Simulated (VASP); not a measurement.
# ZnF2 (P4_2/mnm) in VASP: a series of runs, part 2 of 2

VASP 6.6.1. The steps go on from the part before.

## Step 3: Single point, r2SCAN

This run uses another cell than the first one, of 11.53 Å³/atom.

POSCAR

```
ZnF2
1.0
    4.7025063792      0.0000000000      0.0000000000
    0.0000000000      4.7025063792      0.0000000000
    0.0000000000      0.0000000000      3.1273502938
Zn F
2 4
Direct
    0.5000000000      0.5000000000      0.5000000000
    0.0000000000      0.0000000000      0.0000000000
    0.6968813123      0.6968813123      0.0000000000
    0.8031186877      0.1968813123      0.5000000000
    0.3031186877      0.3031186877      0.0000000000
    0.1968813123      0.8031186877      0.5000000000
```

INCAR.step1

```
SYSTEM = ZnF2
  PREC = Accurate
  ENCUT = 660
  ISMEAR = 0
  SIGMA = 0.02
  LREAL = .False.
  LASPH = .True.
  NELM = 120
  NBANDS = 35
  GGA = PE
  ALGO = Normal
  EDIFF = 1E-5
  LWAVE = .True.
  LCHARG = .False.
  GGA_COMPAT = .False.
```

INCAR.step2

```
SYSTEM = ZnF2
  PREC = Accurate
  ENCUT = 660
  EDIFF = 1E-6
  ISMEAR = 0
  SIGMA = 0.02
  LREAL = .False.
  LASPH = .True.
  NELM = 120
  ALGO = Normal
  ISIF = 2
  LWAVE = .False.
  LCHARG = .True.
  METAGGA = R2SCAN
  LMIXTAU = .True.
  LELF = .True.
  LVHAR = .True.
  NBANDS = 35
  ISTART = 1
  GGA_COMPAT = .False.
```

KPOINTS

```
regular mesh
0
Gamma
  6 6 8
  0 0 0
```

Potentials or basis: VASP PAW PBE potentials, release 64 (Zn, F).

The run is started by

```
cat potpaw_PBE.64/Zn/POTCAR potpaw_PBE.64/F/POTCAR > POTCAR
cp INCAR.step1 INCAR
mpirun -np 1 vasp_std > vasp.out
cp INCAR.step2 INCAR
mpirun -np 1 vasp_std > vasp.out
```

OUTCAR:

```text
SYSTEM = ZnF2
   PREC = Accurate
   ENCUT = 660
   EDIFF = 1E-6
   ISMEAR = 0
   LREAL = .False.
   LASPH = .True.
   NELM = 120
   ISIF = 2
   METAGGA = R2SCAN
   ISTART = 1

 ion  position               nearest neighbor table
   1  0.500  0.500  0.500-   4 2.02   6 2.02   5 2.04   3 2.04   3 2.04   5 2.04
   2  0.000  0.000  0.000-   3 2.02   5 2.02   4 2.04   6 2.04   4 2.04   6 2.04
   3  0.697  0.697  0.000-   2 2.02   1 2.04   1 2.04
   4  0.803  0.197  0.500-   1 2.02   2 2.04   2 2.04
   5  0.303  0.303  0.000-   2 2.02   1 2.04   1 2.04
   6  0.197  0.803  0.500-   1 2.02   2 2.04   2 2.04

  LATTYP: Found a simple tetragonal cell.
 ALAT       =     4.7025063792
 C/A-ratio  =     0.6650390327

  Lattice vectors:

 A1 = (   4.7025063792,   0.0000000000,   0.0000000000)
 A2 = (   0.0000000000,   4.7025063792,   0.0000000000)
 A3 = (   0.0000000000,   0.0000000000,   3.1273502938)

Analysis of symmetry for initial positions (statically):
=====================================================================
 Subroutine PRICEL returns:
 Original cell was already a primitive cell.

 Routine SETGRP: Setting up the symmetry group for a
 simple tetragonal supercell.

 Subroutine GETGRP returns: Found 16 space group operations
 (whereof  8 operations were pure point group operations)
 out of a pool of 16 trial point group operations.

The static configuration has the point symmetry D_2h.
 The point group associated with its full space group is D_4h.

Analysis of symmetry for dynamics (positions and initial velocities):
=====================================================================
 Subroutine PRICEL returns:
 Original cell was already a primitive cell.

 Routine SETGRP: Setting up the symmetry group for a
 simple tetragonal supercell.

 Subroutine GETGRP returns: Found 16 space group operations
 (whereof  8 operations were pure point group operations)
 out of a pool of 16 trial point group operations.

The dynamic configuration has the point symmetry D_2h.
 The point group associated with its full space group is D_4h.

 Subroutine INISYM returns: Found 16 space group operations
 (whereof  8 operations are pure point group operations),
 and found     1 'primitive' translations

----------------------------------------------------------------------------------------

                                     Primitive cell

  volume of cell :      69.1569

  direct lattice vectors                    reciprocal lattice vectors
     4.702506379  0.000000000  0.000000000     0.212652556  0.000000000  0.000000000
     0.000000000  4.702506379  0.000000000     0.000000000  0.212652556  0.000000000
     0.000000000  0.000000000  3.127350294     0.000000000  0.000000000  0.319759511

  length of vectors
     4.702506379  4.702506379  3.127350294     0.212652556  0.212652556  0.319759511

  position of ions in fractional coordinates (direct lattice)
     0.500000000  0.500000000  0.500000000
     0.000000000  0.000000000  0.000000000
     0.696881312  0.696881312  0.000000000
     0.803118688  0.196881312  0.500000000
     0.303118688  0.303118688  0.000000000
     0.196881312  0.803118688  0.500000000

  ion indices of the primitive-cell ions
   primitive index   ion index
                 1           1
                 2           2
                 3           3
                 4           4
                 5           5
                 6           6

----------------------------------------------------------------------------------------

 KPOINTS: regular mesh

Automatic generation of k-mesh.
 Grid dimensions read from file:
 generate k-points for:    6    6    8

 Generating k-lattice:

  Cartesian coordinates                     Fractional coordinates (reciprocal lattice)
     0.035442093  0.000000000  0.000000000     0.166666667  0.000000000  0.000000000
     0.000000000  0.035442093  0.000000000     0.000000000  0.166666667  0.000000000
     0.000000000  0.000000000  0.039969939     0.000000000  0.000000000  0.125000000

  Length of vectors
     0.035442093  0.035442093  0.039969939

  Shift w.r.t. Gamma in fractional coordinates (k-lattice)
     0.000000000  0.000000000  0.000000000

 Subroutine IBZKPT returns following result:
 ===========================================

 Found     50 irreducible k-points:

 Following reciprocal coordinates:
            Coordinates               Weight
  0.000000  0.000000  0.000000      1.000000
  0.166667  0.000000  0.000000      4.000000
  0.333333  0.000000  0.000000      4.000000
  0.500000  0.000000  0.000000      2.000000
  0.166667  0.166667  0.000000      4.000000
  0.333333  0.166667  0.000000      8.000000
[... 16 lines left out ...]
  0.333333  0.000000  0.250000      8.000000
  0.500000  0.000000  0.250000      4.000000
 [... further k-points ...]
   k-points           NKPTS =     50   k-points in BZ     NKDIM =     50   number of bands    NBANDS=     35
   number of dos      NEDOS =    301   number of ions     NIONS =      6
   total plane-waves  NPLWV =  44800
   dimension x,y,z NGX =    40 NGY =   40 NGZ =   28
   dimension x,y,z NGXF=    80 NGYF=   80 NGZF=   56
   ions per type =               2   4
   NGX,Y,Z   is equivalent  to a cutoff of  14.14, 14.14, 14.88 a.u.
   NGXF,Y,Z  is equivalent  to a cutoff of  28.28, 28.28, 29.77 a.u.
 SYSTEM =  ZnF2
   PREC   = accura    normal or accurate (medium, high low for compatibility)
   ISTART =      1    job   : 0-new  1-cont  2-samecut
   ICHARG =      0    charge: 1-file 2-atom 10-const
   ISPIN  =      1    spin polarized calculation?
   LNONCOLLINEAR =      F non collinear calculations
   LSORBIT =      F    spin-orbit coupling
   LASPH  =      T    aspherical Exc in radial PAW
   ENCUT  =  660.0 eV  48.51 Ry    6.96 a.u.   9.85  9.85  6.55*2*pi/ulx,y,z
   NELM   =    120;   NELMIN=  2; NELMDL=  0     # of ELM steps
   EDIFF  = 0.1E-05   stopping-criterion for ELM
   LREAL  =      F    real-space projection
[... 7 lines left out ...]
   TEBEG  =    0.0;   TEEND  =   0.0 temperature during run
   PSTRESS=    0.0 pullay stress
   NELECT =      52.0000    total number of electrons
   NUPDOWN=      -1.0000    fix difference up-down
   EMIN   =  10.00;   EMAX   =-10.00  energy-range for DOS
   EFERMI =   0.00;   METHOD = LEGACY
   ISMEAR =     0;   SIGMA  =   0.02  broadening in eV -4-tet -1-fermi 0-gaus
   EFERMI_NEDOS =   21; number of points for ismear=-14 and -15
   IALGO  =     38    algorithm
   IMIX   =      4    mixing-type and parameters
     AMIX     =   0.40;   BMIX     =  1.00
     AMIX_MAG =   1.60;   BMIX_MAG =  1.00
  volume/ion in A,a.u.               =      11.53        77.78
  Fermi-wavevector in a.u.,A,eV,Ry     =   1.488667  2.813172 30.152264  2.216129
  Thomas-Fermi vector in A             =   2.601673
   LORBIT       =      0    0 simple, 1 ext, 2 COOP (PROOUT), +10 PAW based schemes
   METAGGA = R2SCAN    functional components
   LHFCALC =     F    Hartree Fock is set to
   AEXX    =    0.0000 exact exchange contribution
   IVDW    =     0    specifies the selected vdW correction
   LEPSILON=     F    determine dielectric tensor
   LRPA    =     F    only Hartree local field effects (RPA)
 non-spin polarized calculation
 Gauss-broadening in eV      SIGMA  =   0.02
  energy-cutoff  :      660.00
  volume of cell :       69.16
 maximum number of plane-waves:      2696
 NGX is ok and might be reduce to    40
   NGX = 19   NGY = 19   NGZ = 13

 number of electron      52.0000012 magnetization

 Free energy of the ion-electron system (eV)
  ---------------------------------------------------
  ext. energy  EPLUGINS =         0.00000000
  ---------------------------------------------------
  free energy    TOTEN  =       -45.68691858 eV

  energy without entropy =      -45.68691858  energy(sigma->0) =      -45.68691858

 E-fermi :  -1.4234     XC(G=0): -10.9709

 val. band max:       -1.6071923966   @ k =   0.0000   0.0000   0.0000
 cond. band min:       2.6094879182   @ k =   0.0000   0.0000   0.0000
 fundamental gap:      4.2166803148
 Fermi energy:        -1.4233803278

 k-point     1 :       0.0000    0.0000    0.0000
  band No.  band energies     occupation
      1     -24.7503      2.00000
      2     -24.0083      2.00000
      3     -24.0083      2.00000
      4     -23.9693      2.00000
      5      -7.9111      2.00000
      6      -7.0735      2.00000
[... 27 lines left out ...]
     34      14.4995      0.00000
     35      14.4995      0.00000
[... 843 lines left out ...]
      5      -6.7304      2.00000
      6      -6.7304      2.00000
[... 27 lines left out ...]
     34      13.4420      0.00000
     35      15.5993      0.00000

 [... further k-points ...]
[... 5 lines left out ...]
  --------------------------------------------------------------------------------------
  -------------------------------------------------------------------------------------
  Total        0.1161525      0.1161525      0.2064205     -0.0000000      0.0000000      0.0000000
  in kB        2.6909393      2.6909393      4.7822043     -0.0000000      0.0000000      0.0000000
  external PRESSURE =       3.3880276 kB  Pullay stress =       0.0000000 kB

 VOLUME and BASIS-vectors are now :
 -----------------------------------------------------------------------------
  energy-cutoff  :      660.00
  volume of cell :       69.16
      direct lattice vectors                 reciprocal lattice vectors
     4.702506379  0.000000000  0.000000000     0.212652556  0.000000000  0.000000000
     0.000000000  4.702506379  0.000000000     0.000000000  0.212652556  0.000000000
     0.000000000  0.000000000  3.127350294     0.000000000  0.000000000  0.319759511

 POSITION                                       TOTAL-FORCE (eV/Angst)
 -----------------------------------------------------------------------------------
      2.35125      2.35125      1.56368         0.000000      0.000000     -0.000000
      0.00000      0.00000      0.00000         0.000000      0.000000     -0.000000
      3.27709      3.27709      0.00000         0.007248      0.007248     -0.000000
      3.77667      0.92584      1.56368        -0.007248      0.007248     -0.000000
      1.42542      1.42542      0.00000        -0.007248     -0.007248      0.000000
      0.92584      3.77667      1.56368         0.007248     -0.007248      0.000000
 -----------------------------------------------------------------------------------
    total drift:                               -0.000000      0.000000      0.000000

  FREE ENERGIE OF THE ION-ELECTRON SYSTEM (eV)
  ---------------------------------------------------
  free  energy   TOTEN  =       -45.6869185762 eV

  energy  without entropy=      -45.6869185762  energy(sigma->0) =      -45.68691858
```

It took 5.8 min on 1 thread of AMD EPYC 9R45 (Zen 5), shared host; peak memory 0.27 GiB.

What came out:

```
Free energy            : -45.6869 eV
Pressure               : 0.3 GPa
Largest force          : 0.010 eV/Å
Band gap on the k mesh : 4.22 eV
```

Forces in eV/Å, atoms in the order of the input:
```
Zn   0.000  0.000  0.000
Zn   0.000  0.000  0.000
F    0.007  0.007  0.000
F   -0.007  0.007  0.000
F   -0.007 -0.007  0.000
F    0.007 -0.007  0.000
```

Stress tensor (GPa, compression positive):
```
0.27 0.00 0.00
0.00 0.27 0.00
0.00 0.00 0.48
```

Caveat: the PAW data sets were made with another functional, which shifts forces and pressure a little.

## Step 4: Single point, r2SCAN (biaxial strain in the a-b plane: +1.0 %, then relaxed in part)

POSCAR

```
ZnF2
1.0
    4.7495314588      0.0000000000      0.0000000000
    0.0000000000      4.7495314588      0.0000000000
    0.0000000000      0.0000000000      3.0983224900
Zn F
2 4
Direct
    0.5000000000      0.5000000000      0.5000000000
    0.0000000000      0.0000000000      0.0000000000
    0.6967735411      0.6967735411      0.0000000000
    0.8032264589      0.1967735411      0.5000000000
    0.3032264589      0.3032264589      0.0000000000
    0.1967735411      0.8032264589      0.5000000000
```

INCAR.step1

```
SYSTEM = ZnF2
ALGO = Normal
EDIFF = 1E-5
ENCUT = 660
GGA = PE
GGA_COMPAT = .FALSE.
ISMEAR = 0
LASPH = .TRUE.
LCHARG = .FALSE.
LREAL = .FALSE.
LWAVE = .TRUE.
NBANDS = 35
NELM = 120
PREC = Accurate
SIGMA = 0.02
```

INCAR.step2

```
SYSTEM = ZnF2
ALGO = Normal
EDIFF = 1E-6
ENCUT = 660
GGA_COMPAT = .FALSE.
ISIF = 2
ISMEAR = 0
ISTART = 1
LASPH = .TRUE.
LCHARG = .FALSE.
LMIXTAU = .TRUE.
LREAL = .FALSE.
LWAVE = .FALSE.
METAGGA = R2SCAN
NBANDS = 35
NELM = 120
PREC = Accurate
SIGMA = 0.02
```

KPOINTS

```
k-points
0
G
  6 6 8
  0 0 0
```

The run is started by

```
cat potpaw_PBE.64/Zn/POTCAR potpaw_PBE.64/F/POTCAR > POTCAR
cp INCAR.step1 INCAR
mpirun -np 1 vasp_std > vasp.out
cp INCAR.step2 INCAR
mpirun -np 1 vasp_std > vasp.out
```

Run time: 16 min. Hardware: 1 thread of Oxide Virtual Turin-like, shared host; peak memory 0.27 GiB.

The run converged. Its results:

* Free energy: -45.6835 eV
* Pressure: -0.6 GPa
* Largest force: 0.021 eV/Å
* Band gap on the k mesh: 4.24 eV

Forces on the atoms (eV/Å):
```
Zn   0.000  0.000  0.000
Zn   0.000  0.000  0.000
F    0.015  0.015  0.000
F   -0.015  0.015  0.000
F   -0.015 -0.015  0.000
F    0.015 -0.015  0.000
```

Stress tensor (GPa, compression positive):
```
-1.14  0.00  0.00
 0.00 -1.14  0.00
 0.00  0.00  0.58
```

Levels at points of the mesh, in eV from the valence-band top:
```tsv
k point	band 23	band 24	band 25	band 26	band 27	band 28	band 29	band 30
(0.00, 0.00, 0.00)	-1.26	-0.31	-0.31	0.00	4.24	10.26	10.50	10.50
(0.50, 0.00, 0.00)	-0.66	-0.66	-0.38	-0.38	6.83	6.83	11.44	11.44
(0.50, 0.50, 0.00)	-1.31	-1.31	-0.32	-0.32	7.80	7.80	9.91	9.91
(0.00, 0.00, 0.50)	-1.28	-1.28	-1.14	-1.14	9.18	9.18	12.72	12.72
(0.50, 0.00, 0.50)	-1.36	-1.36	-0.05	-0.05	9.71	9.71	11.16	11.16
(0.50, 0.50, 0.50)	-1.14	-1.14	-0.81	-0.81	9.02	9.02	12.26	12.26
```

Caveat: the cell differs from its parent crystal (biaxial strain in the a-b plane: +1.0 %, then relaxed in part); the PAW data sets were made with another functional, which shifts forces and pressure a little. A k mesh can miss the band edges.

## Step 5: Summary

| cell | gap on the mesh (eV) | pressure (GPa) | largest force (eV/Å) |
| --- | --- | --- | --- |
| a = 4.655, b = 4.655, c = 3.096 Å, 6 atoms, atomic positions A | 4.25 | 4.4 | 0.01 |
| a = 4.703, b = 4.703, c = 3.127 Å, 6 atoms, atomic positions B | 4.22 | 0.3 | 0.01 |
| a = 4.750, b = 4.750, c = 3.098 Å, 6 atoms, atomic positions C | 4.24 | -0.6 | 0.02 |

Alike in all rows: task single point; level r2SCAN; potentials or basis VASP PAW PBE potentials, release 64 (Zn, F); no spin polarisation; k mesh 6 × 6 × 8; cutoff (eV) 660; smearing gaussian 0.02 eV.

Caveats: the PAW data sets were made with another functional, which shifts forces and pressure a little; the cell stands under pressure (at least some runs).

Total energies depend on the potentials used, so only differences within one code and one set of settings carry meaning.
